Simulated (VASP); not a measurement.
# CdSe (zincblende type) in VASP: notebook

CdSe (zincblende type) is run at these levels: PBE; tasks: electric field gradients.

Everything below comes from runs of VASP 6.6.1. Logs are shortened: lines on timing, memory, paths and dates and some standing lists are left out, and cuts for length are marked.

**1. The cell of the first run**

Symmetry: F-43m, No. 216, cubic system. The conventional cell has a = 6.196 Å, b = 6.196 Å, c = 6.196 Å, α = 90.00°, β = 90.00°, γ = 90.00°. Within 3.5 Å of Cd (site symmetry -43m) lie 4 Se at 2.68 Å. Se (site symmetry -43m) has 4 Cd at 2.68 Å within 3.5 Å.

**2. Electric field gradients, PBE**

The input, INCAR:

```
PREC     = Accurate       # precision mode
ENCUT    = 520            # plane-wave cutoff, eV
EDIFF    = 1E-8           # SCF threshold, eV
ISMEAR   = -1             # smearing method
SIGMA    = 0.08           # smearing width, eV
LREAL    = False          # projectors in reciprocal space
LASPH    = True           # aspherical terms in the spheres
NELM     = 100            # most SCF steps
ALGO     = Normal         # electronic algorithm
ISIF     = 2              # what is computed and relaxed
LWAVE    = False          # write WAVECAR
LCHARG   = False          # write CHGCAR
GGA      = PE             # functional
LEFG     = True         
NBANDS   = 16             # bands
```

The input, KPOINTS:

```
Automatic mesh
0
Gamma
  3 3 3
```

The input, POSCAR:

```
CdSe
1.0
    0.0000000000      3.0980507512      3.0980507512
    3.0980507512      0.0000000000      3.0980507512
    3.0980507512      3.0980507512      0.0000000000
Cd Se
1 1
Direct
    0.0000000000      0.0000000000      0.0000000000
    0.2500000000      0.2500000000      0.2500000000
```

Potentials or basis: VASP PAW PBE potentials, release 64 (Cd, Se).

On the command line:

```console
$ cat potpaw_PBE.64/Cd/POTCAR potpaw_PBE.64/Se/POTCAR > POTCAR
$ mpirun -np 1 vasp_std > vasp.out
```

OUTCAR:

```text
PREC = Accurate
   ENCUT = 520
   EDIFF = 1E-8
   ISMEAR = -1
   LREAL = False
   LASPH = True
   NELM = 100
   ISIF = 2
   GGA = PE

 ion  position               nearest neighbor table
   1  0.000  0.000  0.000-   2 2.68   2 2.68   2 2.68   2 2.68
   2  0.250  0.250  0.250-   1 2.68   1 2.68   1 2.68   1 2.68

  LATTYP: Found a face centered cubic cell.
 ALAT       =     6.1961015024

  Lattice vectors:

 A1 = (   0.0000000000,   3.0980507512,   3.0980507512)
 A2 = (   3.0980507512,   0.0000000000,   3.0980507512)
 A3 = (   3.0980507512,   3.0980507512,   0.0000000000)

Analysis of symmetry for initial positions (statically):
=====================================================================
 Subroutine PRICEL returns:
 Original cell was already a primitive cell.

 Routine SETGRP: Setting up the symmetry group for a
 face centered cubic supercell.

 Subroutine GETGRP returns: Found 24 space group operations
 (whereof 24 operations were pure point group operations)
 out of a pool of 48 trial point group operations.

The static configuration has the point symmetry T_d .

Analysis of symmetry for dynamics (positions and initial velocities):
=====================================================================
 Subroutine PRICEL returns:
 Original cell was already a primitive cell.

 Routine SETGRP: Setting up the symmetry group for a
 face centered cubic supercell.

 Subroutine GETGRP returns: Found 24 space group operations
 (whereof 24 operations were pure point group operations)
 out of a pool of 48 trial point group operations.

The dynamic configuration has the point symmetry T_d .

 Subroutine INISYM returns: Found 24 space group operations
 (whereof 24 operations are pure point group operations),
 and found     1 'primitive' translations

----------------------------------------------------------------------------------------

                                     Primitive cell

  volume of cell :      59.4697

  direct lattice vectors                    reciprocal lattice vectors
     0.000000000  3.098050751  3.098050751    -0.161391804  0.161391804  0.161391804
[... 101 lines left out ...]
   NGX = 17   NGY = 17   NGZ = 17

 number of electron      18.0000000 magnetization

 Free energy of the ion-electron system (eV)
  ---------------------------------------------------
  ext. energy  EPLUGINS =         0.00000000
  ---------------------------------------------------
  free energy    TOTEN  =        -5.30689147 eV

  energy without entropy =       -5.30234467  energy(sigma->0) =       -5.30461807

 E-fermi :   0.8707     XC(G=0):  -8.5977

 val. band max:        0.6003532309   @ k =   0.0000   0.0000   0.0000
 cond. band min:       1.0467436597   @ k =   0.0000   0.0000   0.0000
 fundamental gap:      0.4463904288
 Fermi energy:         0.8706537304

 k-point     1 :       0.0000    0.0000    0.0000
  band No.  band energies     occupation
      1     -11.6784      2.00000
      2      -7.2529      2.00000
      3      -7.2529      2.00000
      4      -7.2529      2.00000
      5      -6.9430      2.00000
      6      -6.9430      2.00000
[... 53 lines left out ...]
      3      -7.0926      2.00000
      4      -6.9724      2.00000
      5      -6.9305      2.00000
      6      -6.5639      2.00000
[... 8 lines left out ...]
     15      11.2410      0.00000
     16      14.3765      0.00000

------------------------ aborting loop because EDIFF is reached ----------------------------------------

  FORCE on cell =-STRESS in cart. coord.  units (eV):
  Direction    XX          YY          ZZ          XY          YZ          ZX
  --------------------------------------------------------------------------------------
  -------------------------------------------------------------------------------------
  Total        0.3684183      0.3684183      0.3684183      0.0000000     -0.0000000      0.0000000
  in kB        9.9255872      9.9255872      9.9255872      0.0000000     -0.0000000      0.0000000
  external PRESSURE =       9.9255872 kB  Pullay stress =       0.0000000 kB

 VOLUME and BASIS-vectors are now :
 -----------------------------------------------------------------------------
  energy-cutoff  :      520.00
  volume of cell :       59.47
      direct lattice vectors                 reciprocal lattice vectors
     0.000000000  3.098050751  3.098050751    -0.161391804  0.161391804  0.161391804
     3.098050751  0.000000000  3.098050751     0.161391804 -0.161391804  0.161391804
     3.098050751  3.098050751  0.000000000     0.161391804  0.161391804 -0.161391804

 POSITION                                       TOTAL-FORCE (eV/Angst)
 -----------------------------------------------------------------------------------
      0.00000      0.00000      0.00000        -0.000000     -0.000000     -0.000000
      1.54903      1.54903      1.54903         0.000000      0.000000      0.000000
 -----------------------------------------------------------------------------------
    total drift:                               -0.000000     -0.000000     -0.000000

  FREE ENERGIE OF THE ION-ELECTRON SYSTEM (eV)
  ---------------------------------------------------
  free  energy   TOTEN  =        -5.3068914704 eV

  energy  without entropy=       -5.3023446660  energy(sigma->0) =       -5.30461807

 Electric field gradients (V/A^2)
---------------------------------------------------------------------
 ion       V_xx      V_yy      V_zz      V_xy      V_xz      V_yz
---------------------------------------------------------------------
   1       0.000    -0.000    -0.000    -0.002    -0.002    -0.002
   2       0.000    -0.000     0.000     0.000     0.000     0.000
---------------------------------------------------------------------

 Electric field gradients after diagonalization (V/A^2)
 (convention: |V_zz| > |V_xx| > |V_yy|)
----------------------------------------------------------------------
 ion       V_xx      V_yy      V_zz     asymmetry (V_yy - V_xx)/ V_zz
----------------------------------------------------------------------
   1       0.002     0.002    -0.003       0.000
   2      -0.000    -0.000     0.001       0.000
----------------------------------------------------------------------

           NMR quadrupolar parameters

 Cq : quadrupolar parameter    Cq=e*Q*V_zz/h
 eta: asymmetry parameters     (V_yy - V_xx)/ V_zz
 Q  : nuclear electric quadrupole moment in mb (millibarn)
----------------------------------------------------------------------
 ion       Cq(MHz)       eta       Q (mb)
----------------------------------------------------------------------
   1      -0.000       0.000       1.000
   2       0.000       0.000       1.000
----------------------------------------------------------------------
```

stdout:

```text
POSCAR found type information on POSCAR CdSe
 POSCAR found :  2 types and       2 ions
 scaLAPACK will be used
 LDA part: xc-table for (Slater+PW92), standard interpolation
 POSCAR, INCAR and KPOINTS ok, starting setup
 FFT: planning ... GRIDC
 FFT: planning ... GRID_SOFT
 FFT: planning ... GRID
 WAVECAR not read
 entering main loop
ion   1

ion   2
```

Wall time 11 s (1 thread of Intel Xeon 8259CL, shared host); peak memory 0.2 GiB.

Results:

| Property | Result |
| --- | --- |
| Free energy | -5.3069 eV |
| Pressure | 1.0 GPa |
| Band gap on the k mesh | 0.45 eV |
| Largest electric field gradient by atom | zero within the noise of the run |

Caveat: the k points lie up to 0.59 Å⁻¹ apart.

**3. Electric field gradients, PBE**

The input, INCAR:

```
SYSTEM = CdSe
PREC     = Accurate       ! precision mode
ENCUT    = 520            ! plane-wave cutoff, eV
EDIFF    = 1E-8           ! SCF threshold, eV
ISMEAR   = -1             ! smearing method
SIGMA    = 0.08           ! smearing width, eV
LREAL    = .False.        ! projectors in reciprocal space
LASPH    = .True.         ! aspherical terms in the spheres
NELM     = 80             ! most SCF steps
ALGO     = Normal         ! electronic algorithm
ISIF     = 2              ! what is computed and relaxed
LWAVE    = .False.        ! write WAVECAR
LCHARG   = .False.        ! write CHGCAR
GGA      = PE             ! functional
LEFG     = .True.       
NBANDS   = 16             ! bands
```

The input, KPOINTS:

```
Automatic mesh
0
Gamma
  5 5 5
  0 0 0
```

POSCAR is that of step 2.

Potentials or basis: VASP PAW PBE potentials, release 64 (Cd, Se).

On the command line:

```console
$ cat potpaw_PBE.64/Cd/POTCAR potpaw_PBE.64/Se/POTCAR > POTCAR
$ mpirun -np 1 vasp_std > vasp.out
```

OUTCAR:

```text
SYSTEM = CdSe
   PREC = Accurate
   ENCUT = 520
   EDIFF = 1E-8
   ISMEAR = -1
   LREAL = .False.
   LASPH = .True.
   NELM = 80
   ISIF = 2
   GGA = PE

 ion  position               nearest neighbor table
   1  0.000  0.000  0.000-   2 2.68   2 2.68   2 2.68   2 2.68
   2  0.250  0.250  0.250-   1 2.68   1 2.68   1 2.68   1 2.68

  LATTYP: Found a face centered cubic cell.
 ALAT       =     6.1961015024

  Lattice vectors:

 A1 = (   0.0000000000,   3.0980507512,   3.0980507512)
 A2 = (   3.0980507512,   0.0000000000,   3.0980507512)
 A3 = (   3.0980507512,   3.0980507512,   0.0000000000)

Analysis of symmetry for initial positions (statically):
=====================================================================
 Subroutine PRICEL returns:
 Original cell was already a primitive cell.

 Routine SETGRP: Setting up the symmetry group for a
 face centered cubic supercell.

 Subroutine GETGRP returns: Found 24 space group operations
 (whereof 24 operations were pure point group operations)
 out of a pool of 48 trial point group operations.

The static configuration has the point symmetry T_d .

Analysis of symmetry for dynamics (positions and initial velocities):
=====================================================================
 Subroutine PRICEL returns:
 Original cell was already a primitive cell.

 Routine SETGRP: Setting up the symmetry group for a
 face centered cubic supercell.

 Subroutine GETGRP returns: Found 24 space group operations
 (whereof 24 operations were pure point group operations)
 out of a pool of 48 trial point group operations.

[... 143 lines left out ...]
      2      -7.2480      2.00000
      3      -7.2480      2.00000
      4      -7.2480      2.00000
      5      -6.9311      2.00000
      6      -6.9311      2.00000
[... 167 lines left out ...]
      3      -7.0937      2.00000
      4      -6.9726      2.00000
      5      -6.9137      2.00000
      6      -6.5842      2.00000
[... 8 lines left out ...]
     15      12.0663      0.00000
     16      13.9352      0.00000

------------------------ aborting loop because EDIFF is reached ----------------------------------------

  FORCE on cell =-STRESS in cart. coord.  units (eV):
  Direction    XX          YY          ZZ          XY          YZ          ZX
  --------------------------------------------------------------------------------------
  -------------------------------------------------------------------------------------
  Total        0.1093365      0.1093365      0.1093365     -0.0000000      0.0000000      0.0000000
  in kB        2.9456437      2.9456437      2.9456437     -0.0000000      0.0000000      0.0000000
  external PRESSURE =       2.9456437 kB  Pullay stress =       0.0000000 kB

 VOLUME and BASIS-vectors are now :
 -----------------------------------------------------------------------------
  energy-cutoff  :      520.00
  volume of cell :       59.47
      direct lattice vectors                 reciprocal lattice vectors
     0.000000000  3.098050751  3.098050751    -0.161391804  0.161391804  0.161391804
     3.098050751  0.000000000  3.098050751     0.161391804 -0.161391804  0.161391804
     3.098050751  3.098050751  0.000000000     0.161391804  0.161391804 -0.161391804

 POSITION                                       TOTAL-FORCE (eV/Angst)
 -----------------------------------------------------------------------------------
      0.00000      0.00000      0.00000         0.000000     -0.000000     -0.000000
      1.54903      1.54903      1.54903        -0.000000      0.000000      0.000000
 -----------------------------------------------------------------------------------
    total drift:                               -0.000000     -0.000000     -0.000000

  FREE ENERGIE OF THE ION-ELECTRON SYSTEM (eV)
  ---------------------------------------------------
  free  energy   TOTEN  =        -5.4868759967 eV

  energy  without entropy=       -5.4859020581  energy(sigma->0) =       -5.48638903

 Electric field gradients (V/A^2)
---------------------------------------------------------------------
 ion       V_xx      V_yy      V_zz      V_xy      V_xz      V_yz
---------------------------------------------------------------------
   1       0.000    -0.000     0.000    -0.002    -0.002    -0.002
   2      -0.000    -0.000    -0.000     0.000     0.000     0.000
---------------------------------------------------------------------

 Electric field gradients after diagonalization (V/A^2)
 (convention: |V_zz| > |V_xx| > |V_yy|)
----------------------------------------------------------------------
 ion       V_xx      V_yy      V_zz     asymmetry (V_yy - V_xx)/ V_zz
----------------------------------------------------------------------
   1       0.002     0.002    -0.003       0.000
   2      -0.000    -0.000     0.001       0.000
----------------------------------------------------------------------

           NMR quadrupolar parameters

 Cq : quadrupolar parameter    Cq=e*Q*V_zz/h
 eta: asymmetry parameters     (V_yy - V_xx)/ V_zz
 Q  : nuclear electric quadrupole moment in mb (millibarn)
----------------------------------------------------------------------
 ion       Cq(MHz)       eta       Q (mb)
----------------------------------------------------------------------
   1      -0.000       0.000       1.000
   2       0.000       0.000       1.000
----------------------------------------------------------------------
```

It took 26 s on 1 thread of Intel Xeon 8259CL, shared host; peak memory 0.2 GiB.

What came out:

```yaml
Free_energy: -5.4869 eV
Pressure: 0.3 GPa
Band_gap_on_the_k_mesh: 0.49 eV
Largest_electric_field_gradient_by_atom: zero within the noise of the run
```

Levels at points of the mesh, in eV from the valence-band top:
| k point | band 7 | band 8 | band 9 | band 10 | band 11 | band 12 |
| --- | --- | --- | --- | --- | --- | --- |
| (0.00, 0.00, 0.00) | 0.00 | 0.00 | 0.00 | 0.49 | 5.92 | 5.92 |

(Continued in part 2 of 3.)
